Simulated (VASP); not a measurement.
Input of a VASP 6.6.1 run:

INCAR

```
SYSTEM = KF
ALGO = Normal
EDIFF = 1E-6
ENCUT = 520
GGA = CA
ISIF = 2
ISMEAR = 0
LASPH = .TRUE.
LCHARG = .TRUE.
LELF = .TRUE.
LREAL = .FALSE.
LVHAR = .TRUE.
LWAVE = .FALSE.
NBANDS = 15
NELM = 80
PREC = Accurate
SIGMA = 0.05
```

KPOINTS

```
k-points
0
G
  8 8 8
  0 0 0
```

POSCAR

```
KF
1.0
   -0.0826382195      2.5547517632      2.5547517632
    2.5547517632     -0.0826382195      2.5547517632
    2.5547517632      2.5547517632     -0.0826382195
K F
1 1
Direct
    0.0000000000      0.0000000000      0.0000000000
    0.5000000000      0.5000000000      0.5000000000
```

Potentials or basis: VASP PAW LDA potentials, release 64 (K_sv, F).

Command:

```bash
$ cat potpaw_LDA.64/K_sv/POTCAR potpaw_LDA.64/F/POTCAR > POTCAR
$ mpirun -np 1 vasp_std > vasp.out
```

(1) Estimate the band gap on the k mesh.

(2) Predict the pressure.

## Answers

(1) 6.22 eV, direct.

(2) -0.5 GPa.
